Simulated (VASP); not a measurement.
# WSe2 (P-6m2) in VASP: further runs

WSe2 is run at these levels: PBE+D3(BJ); tasks: single point.

Everything below comes from runs of VASP 6.6.1. Logs are shortened: lines on timing, memory, paths and dates and some standing lists are left out, and cuts for length are marked.

## Step 1: The cell of the first run

It takes space group P-6m2 (No. 187, hexagonal). Conventional cell: a = 3.380 Å, b = 3.380 Å, c = 6.595 Å, α = 90.00°, β = 90.00°, γ = 120.00°. Within 3.2 Å of W (site symmetry -6m2) lie 6 Se at 2.42 Å. Within 3.2 Å of Se (site symmetry 3m) lie 3 W at 2.42 Å and 1 Se at 2.86 Å.

## Step 2: Single point, PBE+D3(BJ)

INCAR

```
SYSTEM = WSe2
PREC = Accurate ; ENCUT = 520
EDIFF = 1E-7 ; ISMEAR = 0
SIGMA = 0.05 ; LREAL = .False.
LASPH = .True. ; NELM = 80
ALGO = Normal ; ISIF = 2
LWAVE = .False. ; LCHARG = .False.
GGA = PE ; IVDW = 12
NBANDS = 20
```

KPOINTS

```
regular mesh
0
Gamma
  9 9 4
  0 0 0
```

POSCAR

```
WSe2
1.0
    3.3795566996      0.0000000000      0.0000000000
   -1.6897783498      2.9267819554      0.0000000000
    0.0000000000      0.0000000000      6.5948669437
W Se
1 2
Direct
    0.0000000000      0.0000000000      0.0000000000
    0.3333333333      0.6666666667      0.2167576539
    0.3333333333      0.6666666667      0.7832423461
```

Potentials or basis: VASP PAW PBE potentials, release 64 (W_sv, Se).

The run is started by

```console
cat potpaw_PBE.64/W_sv/POTCAR potpaw_PBE.64/Se/POTCAR > POTCAR
mpirun -np 1 vasp_std > vasp.out
```

OUTCAR:

```text
SYSTEM = WSe2
   PREC = Accurate
   ENCUT = 520
   EDIFF = 1E-7
   ISMEAR = 0
   LREAL = .False.
   LASPH = .True.
   NELM = 80
   ISIF = 2
   GGA = PE
   IVDW = 12
 IVDW          = 12

 ion  position               nearest neighbor table
   1  0.000  0.000  0.000-   2 2.42   3 2.42   2 2.42   3 2.42   2 2.42   3 2.42
   2  0.333  0.667  0.217-   1 2.42   1 2.42   1 2.42
   3  0.333  0.667  0.783-   1 2.42   1 2.42   1 2.42

  LATTYP: Found a hexagonal cell.
 ALAT       =     3.3795566996
 C/A-ratio  =     1.9514000000

  Lattice vectors:

 A1 = (   3.3795566996,   0.0000000000,   0.0000000000)
 A2 = (  -1.6897783498,   2.9267819554,   0.0000000000)
 A3 = (   0.0000000000,   0.0000000000,   6.5948669437)

Analysis of symmetry for initial positions (statically):
=====================================================================
 Subroutine PRICEL returns:
 Original cell was already a primitive cell.

 Routine SETGRP: Setting up the symmetry group for a
 hexagonal supercell.

 Subroutine GETGRP returns: Found 12 space group operations
 (whereof 12 operations were pure point group operations)
 out of a pool of 24 trial point group operations.

The static configuration has the point symmetry D_3h.

Analysis of symmetry for dynamics (positions and initial velocities):
=====================================================================
 Subroutine PRICEL returns:
 Original cell was already a primitive cell.

 Routine SETGRP: Setting up the symmetry group for a
 hexagonal supercell.

 Subroutine GETGRP returns: Found 12 space group operations
 (whereof 12 operations were pure point group operations)
 out of a pool of 24 trial point group operations.

The dynamic configuration has the point symmetry D_3h.

 Subroutine INISYM returns: Found 12 space group operations
 (whereof 12 operations are pure point group operations),
 and found     1 'primitive' translations

----------------------------------------------------------------------------------------

                                     Primitive cell

  volume of cell :      65.2313

  direct lattice vectors                    reciprocal lattice vectors
     3.379556700  0.000000000  0.000000000     0.295896796  0.170836095  0.000000000
    -1.689778350  2.926781955  0.000000000     0.000000000  0.341672190  0.000000000
     0.000000000  0.000000000  6.594866944     0.000000000  0.000000000  0.151633082

  length of vectors
[... 83 lines left out ...]
   NELM   =     80;   NELMIN=  2; NELMDL= -5     # of ELM steps
   EDIFF  = 0.1E-06   stopping-criterion for ELM
   LREAL  =      F    real-space projection
   EDIFFG = 0.1E-05   stopping-criterion for IOM
   NSW    =      0    number of steps for IOM
   IBRION =     -1    ionic relax: 0-MD 1-quasi-New 2-CG
   NFREE  =      0    steps in history (QN), initial steepest desc. (CG)
   ISIF   =      2    stress and relaxation
   ISYM   =      2    0-nonsym 1-usesym 2-fastsym
   POTIM  = 0.5000    time-step for ionic-motion
   TEBEG  =    0.0;   TEEND  =   0.0 temperature during run
   PSTRESS=    0.0 pullay stress
   NELECT =      26.0000    total number of electrons
   NUPDOWN=      -1.0000    fix difference up-down
   EMIN   =  10.00;   EMAX   =-10.00  energy-range for DOS
   EFERMI =   0.00;   METHOD = LEGACY
   ISMEAR =     0;   SIGMA  =   0.05  broadening in eV -4-tet -1-fermi 0-gaus
   EFERMI_NEDOS =   21; number of points for ismear=-14 and -15
   IALGO  =     38    algorithm
   IMIX   =      4    mixing-type and parameters
     AMIX     =   0.40;   BMIX     =  1.00
     AMIX_MAG =   1.60;   BMIX_MAG =  1.00
  volume/ion in A,a.u.               =      21.74       146.73
  Fermi-wavevector in a.u.,A,eV,Ry     =   1.204797  2.276736 19.749346  1.451536
  Thomas-Fermi vector in A             =   2.340512
   LORBIT       =      0    0 simple, 1 ext, 2 COOP (PROOUT), +10 PAW based schemes
   GGA     = PE    functional components
   LHFCALC =     F    Hartree Fock is set to
   AEXX    =    0.0000 exact exchange contribution
   IVDW    =    12    specifies the selected vdW correction
   LEPSILON=     F    determine dielectric tensor
   LRPA    =     F    only Hartree local field effects (RPA)
 non-spin polarized calculation
 Gauss-broadening in eV      SIGMA  =   0.05
  energy-cutoff  :      520.00
  volume of cell :       65.23
 maximum number of plane-waves:      1771
 NGX is ok and might be reduce to    28
   NGX = 13   NGY = 13   NGZ = 25

 number of electron      25.9999997 magnetization

 Free energy of the ion-electron system (eV)
  ---------------------------------------------------
  ext. energy  EPLUGINS =         0.00000000
  ---------------------------------------------------
  free energy    TOTEN  =       -20.47190306 eV

  energy without entropy =      -20.47152836  energy(sigma->0) =      -20.47171571

 E-fermi :   5.8323     XC(G=0): -10.0415

 val. band max:        5.7403608103   @ k =   0.1111   0.0000   0.2500
 cond. band min:       5.8651499852   @ k =   0.1111   0.0000   0.5000
 fundamental gap:      0.1247891749
 Fermi energy:         5.8322512758

 k-point     1 :       0.0000    0.0000    0.0000
  band No.  band energies     occupation
      1     -68.7520      2.00000
      2     -33.0620      2.00000
      3     -33.0620      2.00000
      4     -33.0142      2.00000
      5     -10.3839      2.00000
      6      -7.9559      2.00000
[... 541 lines left out ...]
     19      11.9580      0.00000
     20      15.0636      0.00000

 [... further k-points ...]

------------------------ aborting loop because EDIFF is reached ----------------------------------------

 Edisp (eV)   -1.29528

 E8    (eV) :    -0.5776

  FORCE on cell =-STRESS in cart. coord.  units (eV):
  Direction    XX          YY          ZZ          XY          YZ          ZX
  --------------------------------------------------------------------------------------
  -------------------------------------------------------------------------------------
  Total       4.02642     4.02642    13.85463     0.00000     0.00000     0.00000
  in kB      98.89473    98.89473   340.29007     0.00000     0.00000     0.00000
  external pressure =      179.36 kB  Pullay stress =        0.00 kB

 VOLUME and BASIS-vectors are now :
 -----------------------------------------------------------------------------
  energy-cutoff  :      520.00
  volume of cell :       65.23
      direct lattice vectors                 reciprocal lattice vectors
     3.379556700  0.000000000  0.000000000     0.295896796  0.170836095  0.000000000
    -1.689778350  2.926781955  0.000000000     0.000000000  0.341672190  0.000000000
     0.000000000  0.000000000  6.594866944     0.000000000  0.000000000  0.151633082

 POSITION                                       TOTAL-FORCE (eV/Angst)
 -----------------------------------------------------------------------------------
      0.00000      0.00000      0.00000        -0.000000      0.000000      0.000000
     -0.00000      1.95119      1.42949        -0.000000     -0.000000      4.938266
     -0.00000      1.95119      5.16538         0.000000     -0.000000     -4.938266
 -----------------------------------------------------------------------------------
    total drift:                                0.000000     -0.000000     -0.000000

  FREE ENERGIE OF THE ION-ELECTRON SYSTEM (eV)
  ---------------------------------------------------
  free  energy   TOTEN  =       -21.7671790483 eV

  energy  without entropy=      -21.7668043537  energy(sigma->0) =      -21.76699170
```

stdout:

```text
POSCAR found type information on POSCAR W Se
 POSCAR found :  2 types and       3 ions
 scaLAPACK will be used
 LDA part: xc-table for (Slater+PW92), standard interpolation
 POSCAR, INCAR and KPOINTS ok, starting setup
 FFT: planning ... GRIDC
 FFT: planning ... GRID_SOFT
 FFT: planning ... GRID
 WAVECAR not read
 entering main loop
```

It took 80 s on 1 thread of Intel Xeon 8259CL, shared host; peak memory 0.22 GiB.

What came out:

- Free energy: -21.7672 eV
- Pressure: 17.9 GPa
- Largest force: 4.938 eV/Å
- Band gap on the k mesh: zero (bands 13 and 14 overlap by 0.60 eV)
- Dispersion energy per atom: -0.432 eV

Forces in eV/Å, atoms in the order of the input:
```
W    0.000  0.000  0.000
Se   0.000  0.000  4.938
Se   0.000  0.000 -4.938
```

Caveat: the cell stands under pressure; spin-orbit coupling is left out, which moves the levels of the heavy elements; forces of over 1 eV/Å act on the atoms, so gaps and moduli don't describe the material at rest.

(Part 1 of 2 ends here.)
